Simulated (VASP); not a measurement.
# Mg8HO8 (a cell with a defect) in VASP: further runs, part 2 of 2

VASP 6.6.1. The steps go on from the part before.

### Step 3. Single point, PBE

File INCAR:

```
SYSTEM = Mg8HO8
  PREC = Accurate
  ENCUT = 520
  EDIFF = 1E-6
  ISMEAR = -1
  SIGMA = 0.02
  LREAL = Auto
  LASPH = .TRUE.
  NELM = 60
  ALGO = Normal
  ISIF = 2
  LWAVE = .FALSE.
  LCHARG = .FALSE.
  GGA = PE
  NELECT = 64.0
  NBANDS = 46
```

File KPOINTS:

```
regular mesh
0
G
  3 3 3
  0 0 0
```

File POSCAR:

```
Mg8HO8
1.0
    0.0000000000      3.7580000000      3.7580000000
    3.7580000000      0.0000000000      3.7580000000
    3.7580000000      3.7580000000      0.0000000000
Mg O H
8 8 1
Direct
   -0.0008423363     -0.0009950772      0.0032082225
   -0.0157901809     -0.0159192390      0.5110451038
   -0.0026329164      0.4978779936      0.0072537254
   -0.0159487759      0.5213614955      0.5109926823
    0.4980501597     -0.0028519159      0.0072792709
    0.5216463544     -0.0161444918      0.5109704630
    0.4981029803      0.4979521022      0.0073323576
    0.4997136775      0.4995627994      0.5015332624
    0.2431355774      0.2429538318      0.2714301490
    0.2491657797      0.2489635444      0.7506708356
    0.2476573976      0.7495091804      0.2538085418
    0.2492349654      0.7514342735      0.7507865886
    0.7496841405      0.2475290048      0.2537817988
    0.7515302022      0.2490621341      0.7508346195
    0.7496335817      0.7494398616      0.2537229910
    0.7433674827      0.7431503459      0.7708690793
    0.1674596860      0.1670307344      0.4995062533
```

Potentials or basis: VASP PAW PBE potentials, release 64 (Mg, O, H).

Command:

```console
> cat potpaw_PBE.64/Mg/POTCAR potpaw_PBE.64/O/POTCAR potpaw_PBE.64/H/POTCAR > POTCAR
> mpirun -np 1 vasp_std > vasp.out
```

OUTCAR:

```text
SYSTEM = Mg8HO8
   PREC = Accurate
   ENCUT = 520
   EDIFF = 1E-6
   ISMEAR = -1
   LREAL = Auto
   LASPH = .TRUE.
   NELM = 60
   ISIF = 2
   GGA = PE
   NELECT = 64.0

 ion  position               nearest neighbor table
   1  0.999  0.999  0.003-  15 1.88  13 1.88  11 1.88  10 1.88  12 1.88  14 1.88  17 2.19   6 2.62
                             4 2.62   2 2.62   3 2.66   7 2.66   5 2.66   3 2.66   5 2.66   7 2.66
   2  0.984  0.984  0.511-  17 1.65  16 1.81  13 1.85  11 1.85  14 1.90  12 1.90   9 1.95   6 2.46
                             4 2.46   5 2.61   3 2.61   1 2.62   8 2.66   8 2.66   1 2.70   3 2.71
   3  0.997  0.498  0.007-  16 1.84  15 1.87  13 1.87  12 1.90  10 1.90   9 1.92   4 2.61   2 2.61
                             8 2.64   7 2.65   5 2.65   1 2.66   1 2.66   5 2.66   7 2.66   8 2.68
   4  0.984  0.521  0.511-  17 1.65  16 1.81  15 1.85  11 1.85  10 1.90  14 1.90   9 1.95   6 2.46
                             2 2.46   7 2.61   3 2.61   1 2.62   8 2.66   8 2.66   1 2.70   3 2.71
   5  0.498  0.997  0.007-  16 1.84  15 1.87  11 1.87  14 1.90  10 1.90   9 1.92   6 2.61   2 2.61
                             8 2.64   7 2.65   3 2.65   1 2.66   1 2.66   3 2.66   7 2.66   8 2.68
   6  0.522  0.984  0.511-  17 1.65  16 1.81  15 1.85  13 1.85  10 1.90  12 1.90   9 1.95   4 2.46
                             2 2.46   7 2.61   5 2.61   1 2.62   8 2.66   8 2.66   1 2.70   5 2.71
   7  0.498  0.498  0.007-  16 1.84  13 1.87  11 1.87  14 1.90  12 1.90   9 1.92   6 2.61   4 2.61
                             8 2.64   5 2.65   3 2.65   1 2.66   1 2.66   3 2.66   5 2.66   8 2.68
   8  0.500  0.500  0.502-  11 1.88  13 1.88  15 1.88  14 1.88  12 1.88  10 1.88   7 2.64   5 2.64
                             3 2.64   4 2.66   2 2.66   6 2.66   2 2.66   6 2.66   4 2.66   3 2.68
   9  0.243  0.243  0.271-  17 0.99   3 1.92   5 1.92   7 1.92   2 1.95   4 1.95   6 1.95
  10  0.249  0.249  0.751-   1 1.88   8 1.88   5 1.90   3 1.90   4 1.90   6 1.90
  11  0.248  0.750  0.254-   4 1.85   2 1.85   5 1.87   7 1.87   1 1.88   8 1.88
  12  0.249  0.751  0.751-   1 1.88   8 1.88   7 1.90   3 1.90   2 1.90   6 1.90
  13  0.750  0.248  0.254-   6 1.85   2 1.85   7 1.87   3 1.87   1 1.88   8 1.88
  14  0.752  0.249  0.751-   1 1.88   8 1.88   7 1.90   5 1.90   2 1.90   4 1.90
  15  0.750  0.749  0.254-   6 1.85   4 1.85   5 1.87   3 1.87   1 1.88   8 1.88
  16  0.743  0.743  0.771-   6 1.81   4 1.81   2 1.81   3 1.84   5 1.84   7 1.84
  17  0.167  0.167  0.500-   9 0.99   6 1.65   4 1.65   2 1.65   1 2.19

  LATTYP: Found a face centered cubic cell.
 ALAT       =     7.5160000000

  Lattice vectors:

 A1 = (   0.0000000000,   3.7580000000,   3.7580000000)
 A2 = (   3.7580000000,   0.0000000000,   3.7580000000)
 A3 = (   3.7580000000,   3.7580000000,   0.0000000000)

Analysis of symmetry for initial positions (statically):
=====================================================================
 Subroutine PRICEL returns:
 Original cell was already a primitive cell.

 Routine SETGRP: Setting up the symmetry group for a
 face centered cubic supercell.

 Subroutine GETGRP returns: Found  1 space group operations
 (whereof  1 operations were pure point group operations)
 out of a pool of 48 trial point group operations.

The static configuration has the point symmetry C_1 .

Analysis of symmetry for dynamics (positions and initial velocities):
=====================================================================
 Subroutine PRICEL returns:
 Original cell was already a primitive cell.

 Routine SETGRP: Setting up the symmetry group for a
 face centered cubic supercell.

 Subroutine GETGRP returns: Found  1 space group operations
 (whereof  1 operations were pure point group operations)
 out of a pool of 48 trial point group operations.

[... 103 lines left out ...]
   total plane-waves  NPLWV =  64000
   dimension x,y,z NGX =    40 NGY =   40 NGZ =   40
   dimension x,y,z NGXF=    80 NGYF=   80 NGZF=   80
   ions per type =               8   8   1
   NGX,Y,Z   is equivalent  to a cutoff of  12.51, 12.51, 12.51 a.u.
   NGXF,Y,Z  is equivalent  to a cutoff of  25.02, 25.02, 25.02 a.u.
 SYSTEM =  Mg8HO8
   PREC   = accura    normal or accurate (medium, high low for compatibility)
   ISTART =      0    job   : 0-new  1-cont  2-samecut
   ICHARG =      2    charge: 1-file 2-atom 10-const
   ISPIN  =      1    spin polarized calculation?
   LNONCOLLINEAR =      F non collinear calculations
   LSORBIT =      F    spin-orbit coupling
   LASPH  =      T    aspherical Exc in radial PAW
   ENCUT  =  520.0 eV  38.22 Ry    6.18 a.u.   9.88  9.88  9.88*2*pi/ulx,y,z
   NELM   =     60;   NELMIN=  2; NELMDL= -5     # of ELM steps
   EDIFF  = 0.1E-05   stopping-criterion for ELM
   LREAL  =      T    real-space projection
   EDIFFG = 0.1E-04   stopping-criterion for IOM
   NSW    =      0    number of steps for IOM
   IBRION =     -1    ionic relax: 0-MD 1-quasi-New 2-CG
   NFREE  =      0    steps in history (QN), initial steepest desc. (CG)
   ISIF   =      2    stress and relaxation
   ISYM   =      2    0-nonsym 1-usesym 2-fastsym
   POTIM  = 0.5000    time-step for ionic-motion
   TEBEG  =    0.0;   TEEND  =   0.0 temperature during run
   PSTRESS=    0.0 pullay stress
   NELECT =      64.0000    total number of electrons
   NUPDOWN=      -1.0000    fix difference up-down
   EMIN   =  10.00;   EMAX   =-10.00  energy-range for DOS
   EFERMI =   0.00;   METHOD = LEGACY
   ISMEAR =    -1;   SIGMA  =   0.02  broadening in eV -4-tet -1-fermi 0-gaus
   EFERMI_NEDOS =   21; number of points for ismear=-14 and -15
   IALGO  =     38    algorithm
   IMIX   =      4    mixing-type and parameters
     AMIX     =   0.40;   BMIX     =  1.00
     AMIX_MAG =   1.60;   BMIX_MAG =  1.00
  volume/ion in A,a.u.               =       6.24        42.14
  Fermi-wavevector in a.u.,A,eV,Ry     =   1.383040  2.613566 26.025216  1.912799
  Thomas-Fermi vector in A             =   2.507675
   LORBIT       =      0    0 simple, 1 ext, 2 COOP (PROOUT), +10 PAW based schemes
   GGA     = PE    functional components
   LHFCALC =     F    Hartree Fock is set to
   AEXX    =    0.0000 exact exchange contribution
   IVDW    =     0    specifies the selected vdW correction
   LEPSILON=     F    determine dielectric tensor
   LRPA    =     F    only Hartree local field effects (RPA)
 non-spin polarized calculation
  energy-cutoff  :      520.00
  volume of cell :      106.15
 maximum number of plane-waves:      2872
   NGX = 19   NGY = 19   NGZ = 19

 number of electron      64.0000017 magnetization

 Free energy of the ion-electron system (eV)
  ---------------------------------------------------
  ext. energy  EPLUGINS =         0.00000000
  ---------------------------------------------------
  free energy    TOTEN  =       -90.88371742 eV

  energy without entropy =      -90.88371742  energy(sigma->0) =      -90.88371742

 E-fermi :   6.9044     XC(G=0): -12.8086

 val. band max:        6.4307921841   @ k =   0.0000   0.0000   0.0000
 cond. band min:      12.4945619626   @ k =   0.0000   0.0000   0.0000
 fundamental gap:      6.0637697785
 Fermi energy:         6.9043727042

 k-point     1 :       0.0000    0.0000    0.0000
  band No.  band energies     occupation
      1     -15.0407      2.00000
      2     -12.1874      2.00000
      3     -10.4588      2.00000
      4     -10.4057      2.00000
      5     -10.4040      2.00000
      6     -10.3847      2.00000
[... 647 lines left out ...]
     43      20.1961      0.00000
     44      20.3353      0.00000
 [bands above 44 left out]

------------------------ aborting loop because EDIFF is reached ----------------------------------------

  FORCE on cell =-STRESS in cart. coord.  units (eV):
  Direction    XX          YY          ZZ          XY          YZ          ZX
  --------------------------------------------------------------------------------------
  -------------------------------------------------------------------------------------
  Total       74.4236005     74.4345375     74.4054453     -2.3381537      2.3134583      2.3003557
  in kB     1123.3651233   1123.5302082   1123.0910841    -35.2925732     34.9198147     34.7220423
  external PRESSURE =    1123.3288052 kB  Pullay stress =       0.0000000 kB

 VOLUME and BASIS-vectors are now :
 -----------------------------------------------------------------------------
  energy-cutoff  :      520.00
  volume of cell :      106.15
      direct lattice vectors                 reciprocal lattice vectors
     0.000000000  3.758000000  3.758000000    -0.133049494  0.133049494  0.133049494
     3.758000000  0.000000000  3.758000000     0.133049494 -0.133049494  0.133049494
     3.758000000  3.758000000  0.000000000     0.133049494  0.133049494 -0.133049494

 POSITION                                       TOTAL-FORCE (eV/Angst)
 -----------------------------------------------------------------------------------
      3.76632      3.76689      7.50910         0.000661      0.001024      0.000446
      5.61868      5.61917      7.39684        -0.010923     -0.010468     -0.027676
      1.89829      3.77537      5.61913        -0.002024     -0.028783      0.001297
      3.87959      5.61838      5.65734         0.022231     -0.006596      0.009619
      3.77464      1.89903      5.61896        -0.027817     -0.003005      0.002422
      5.61756      3.88057      5.65768        -0.005857      0.021191      0.008739
[... 9 lines left out ...]
      5.68968      5.69050      5.58633         0.022371      0.022396     -0.022550
      2.50485      2.50646      1.25701         0.066576      0.063409     -0.073590
 -----------------------------------------------------------------------------------
    total drift:                                0.010736      0.010888     -0.006238

  FREE ENERGIE OF THE ION-ELECTRON SYSTEM (eV)
  ---------------------------------------------------
  free  energy   TOTEN  =       -90.8837174150 eV

  energy  without entropy=      -90.8837174150  energy(sigma->0) =      -90.88371742
```

It took 1.7 min on 1 thread of AMD EPYC 9R45 (Zen 5), shared host; peak memory 0.22 GiB.

Results:

- Free energy: -90.8837 eV
- Largest force: 0.118 eV/Å

Forces in eV/Å, atoms in the order of the input:
```
Mg   0.001  0.001  0.000
Mg  -0.011 -0.010 -0.028
Mg  -0.002 -0.029  0.001
Mg   0.022 -0.007  0.010
Mg  -0.028 -0.003  0.002
Mg  -0.006  0.021  0.009
Mg  -0.003 -0.003  0.028
Mg  -0.011 -0.010  0.012
O   -0.060 -0.058  0.064
O    0.004  0.005 -0.007
O   -0.007  0.009  0.008
O    0.009  0.003 -0.001
O    0.008 -0.007  0.007
O    0.002  0.010 -0.001
O   -0.007 -0.007 -0.008
O    0.022  0.022 -0.023
H    0.067  0.063 -0.074
```

Levels at points of the mesh, in eV from the Fermi level:
| k point | band 29 | band 30 | band 31 | band 32 | band 33 | band 34 | band 35 | band 36 |
| --- | --- | --- | --- | --- | --- | --- | --- | --- |
| (0.00, 0.00, 0.00) | -1.37 | -0.51 | -0.47 | -0.47 | 5.59 | 8.44 | 8.90 | 8.90 |

Caveat: the k points lie up to 0.48 Å⁻¹ apart; the cell carries a net charge on a neutralising background, which shifts energy and pressure; the cell is charged against a uniform background, so pressure and absolute levels hang on convention.

### Step 4. Single point, PBE

File INCAR:

```
SYSTEM = Mg8HO8
PREC = Accurate
ENCUT = 520
EDIFF = 1E-6
ISMEAR = -1
SIGMA = 0.02
LREAL = Auto
LASPH = .TRUE.
NELM = 100
ALGO = Normal
ISIF = 2
LWAVE = .FALSE.
LCHARG = .TRUE.
GGA = PE
LELF = .TRUE.
LVHAR = .TRUE.
NELECT = 64.0
NBANDS = 46
```

File KPOINTS:

```
Automatic mesh
0
G
  3 3 3
  0 0 0
```

File POSCAR:

```
Mg8HO8
1.0
    0.0000000000      3.7580000000      3.7580000000
    3.7580000000      0.0000000000      3.7580000000
    3.7580000000      3.7580000000      0.0000000000
Mg O H
8 8 1
Direct
   -0.0221937201      0.0035050559      0.0320779670
   -0.0204284194      0.0041130921      0.4867160724
   -0.0113751996      0.5015774348      0.0042575838
   -0.0052273816      0.4964759180      0.5037135444
    0.4952473390     -0.0050474987      0.0042172698
    0.5084930814      0.0055627994      0.4921599255
    0.4930907398      0.5003435338      0.0023885045
    0.4923622938      0.4997813997      0.5048963544
    0.2428052155      0.2460870144      0.2540002661
    0.2419530335      0.2449583555      0.7564921501
    0.2444744545      0.7458286323      0.2548621607
    0.2348700106      0.7644461150      0.7505065194
    0.7344027408      0.2642619745      0.2510171634
    0.7502517296      0.2414890899      0.7542402874
    0.7426025812      0.7476073709      0.2565624002
    0.7432690261      0.7482645024      0.7512863225
    0.1428471261     -0.0084626131      0.6856172166
```

Command:

```console
> cat potpaw_PBE.64/Mg/POTCAR potpaw_PBE.64/O/POTCAR potpaw_PBE.64/H/POTCAR > POTCAR
> mpirun -np 1 vasp_std > vasp.out
```

It took 1.7 min on 1 thread of AMD EPYC 9R45 (Zen 5), shared host; peak memory 0.22 GiB.

It converged, with:

```yaml
Free_energy: -90.8674 eV
Largest_force: 0.318 eV/Å
```

Forces in eV/Å, atoms in the order of the input:
```
Mg  -0.003 -0.037 -0.013
Mg   0.031 -0.028 -0.050
Mg   0.002  0.008 -0.019
Mg   0.025 -0.009 -0.014
Mg   0.010  0.004 -0.031
Mg  -0.014  0.041  0.055
Mg   0.024  0.015 -0.017
Mg  -0.016 -0.024 -0.001
O    0.019  0.033 -0.042
O   -0.004 -0.001 -0.016
O    0.011 -0.006 -0.021
O   -0.090  0.095 -0.071
O    0.012 -0.016  0.018
O    0.035 -0.032 -0.028
O   -0.007 -0.005 -0.023
O    0.018  0.024 -0.035
H   -0.054 -0.060  0.307
```

Levels at points of the mesh, in eV from the Fermi level:
| k point | band 30 | band 31 | band 32 | band 33 | band 34 | band 35 |
| --- | --- | --- | --- | --- | --- | --- |
| (0.00, 0.00, 0.00) | -0.51 | -0.47 | -0.47 | 5.64 | 8.44 | 8.88 |

Caveat: the k points lie up to 0.48 Å⁻¹ apart; the cell carries a net charge on a neutralising background, which shifts energy and pressure; the cell is charged against a uniform background, so pressure and absolute levels hang on convention.
